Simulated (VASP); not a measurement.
Here is a VASP 6.6.1 calculation.

INCAR

```
PREC = Accurate ; ENCUT = 520
EDIFF = 1E-6 ; ISMEAR = 0
SIGMA = 0.15 ; LREAL = F
LASPH = T ; NELM = 80
ALGO = Normal ; ISIF = 2
LWAVE = F ; LCHARG = F
GGA = PS ; NBANDS = 15
```

Contents of KPOINTS:

```
Automatic mesh
0
Gamma
  18 18 16
```

POSCAR

```
TaN
1.0
    2.9379988584      0.0000000000      0.0000000000
   -1.4689994292      2.5443816477      0.0000000000
    0.0000000000      0.0000000000      2.8830000000
Ta N
1 1
Direct
    0.4217634634      0.8435269268      0.3439125911
    0.0000000000      0.0000000000      0.0000000000
```

Potentials or basis: VASP PAW PBE potentials, release 64 (Ta_pv, N).

Launch:

```console
$ cat potpaw_PBE.64/Ta_pv/POTCAR potpaw_PBE.64/N/POTCAR > POTCAR
$ mpirun -np 1 vasp_std > vasp.out
```

(1) Predict the band gap on the k mesh.

(2) Predict the largest force.

(3) Estimate the pressure.

Results:

(1) zero (bands 8 and 9 overlap by 0.91 eV).

(2) 9.120 eV/Å.

(3) 63.3 GPa.

Caveat: the cell differs from its parent crystal (atom 1 (Ta) moved by (+0.450, -0.450) A along y and z); the stress differs along the axes, from 27 to 100 GPa; the PAW data sets were made with another functional, which shifts forces and pressure a little; spin-orbit coupling is left out, which moves the levels of the heavy elements.
